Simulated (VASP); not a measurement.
Runs of VASP 6.6.1 on Ru. The structure is that of space group P-6m2 (No. 187), or close to it. The cells are those of the table. 

| cell | dipole correction | electric field (eV/Å) | gap on the mesh (eV) | largest force (eV/Å) |
| --- | --- | --- | --- | --- |
| a = 2.703, b = 2.703, c = 20.264 Å, angles 90.0, 90.0, 120.0°, 3 atoms | no | - | none | 0.10 |
| a = 2.703, b = 2.703, c = 20.264 Å, angles 90.0, 90.0, 120.0°, 3 atoms | yes | 0.1 | none | 0.10 |
| a = 2.703, b = 2.703, c = 11.107 Å, angles 90.0, 90.0, 120.0°, 3 atoms | yes | - | none | (a) |
| a = 2.703, b = 2.703, c = 20.264 Å, angles 90.0, 90.0, 120.0°, 3 atoms | yes | - | none | 0.94 |

Alike in all rows: task single point; level r2SCAN; potentials or basis VASP PAW PBE potentials, release 64 (Ru_pv); no spin polarisation; k mesh 15 × 15 × 1; cutoff (eV) 520; smearing fermi-dirac 0.05 eV.

Q: Estimate the missing entries.

A: (a) 0.11.

Caveats: the PAW data sets were made with another functional, which shifts forces and pressure a little.

A k mesh can miss the band edges, and the runs leave out spin-orbit coupling on Ru.

A gap of «none» marks levels without a gap at the run's occupations.
